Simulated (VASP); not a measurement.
Set up this calculation in VASP 6.6.1, as the native input.

```
Task                   : electric field gradients
Functional             : PBE
Potentials or basis    : VASP PAW PBE potentials, release 64 (W_sv)
Cutoff                 : 520 eV
k mesh                 : 14 × 14 × 14
Occupations            : fermi-dirac, width 0.05 eV
Spin                   : no spin polarisation
Dipole correction      : no
Further INCAR settings : ALGO = Normal; EDIFF = 1e-08; NBANDS = 13
```

The structure of W lies in POSCAR:

```
W
1.0
    0.0000000000      2.0467776204      2.0467776204
    2.0467776204      0.0000000000      2.0467776204
    2.0467776204      2.0467776204      0.0000000000
W
1
Direct
    0.0000000000      0.0000000000      0.0000000000
```

This cell differs from its parent crystal: volume scaled by 1.025.

These files were run (other wordings do the same):

INCAR

```
SYSTEM = W
ALGO = Normal ; EDIFF = 1E-8
ENCUT = 520 ; GGA = PE
ISIF = 2 ; ISMEAR = -1
LASPH = .TRUE. ; LCHARG = .FALSE.
LEFG = .TRUE. ; LREAL = .FALSE.
LWAVE = .FALSE. ; NBANDS = 13
NELM = 60 ; PREC = Accurate
SIGMA = 0.05
```

KPOINTS

```
k-points
0
G
  14 14 14
  0 0 0
```

Potentials or basis: VASP PAW PBE potentials, release 64 (W_sv).

The run is started by

```sh
$ cat potpaw_PBE.64/W_sv/POTCAR > POTCAR
$ mpirun -np 1 vasp_std > vasp.out
```

It gave:

```
Pressure               : -10.5 GPa
Band gap on the k mesh : zero (band 7 reaches 12.71 eV, above the bottom of band 8 at 9.39 eV)
```

Caveat: without QUAD_EFG the Cq values of the log hold for a quadrupole moment of 1 mb, not for the nuclei; spin-orbit coupling is left out, which moves the levels of the heavy elements.

It took 11 s on 1 thread of Intel(R) Xeon(R) Platinum 8488C (Sapphire Rapids) (shared host), peak memory 0.15 GiB.
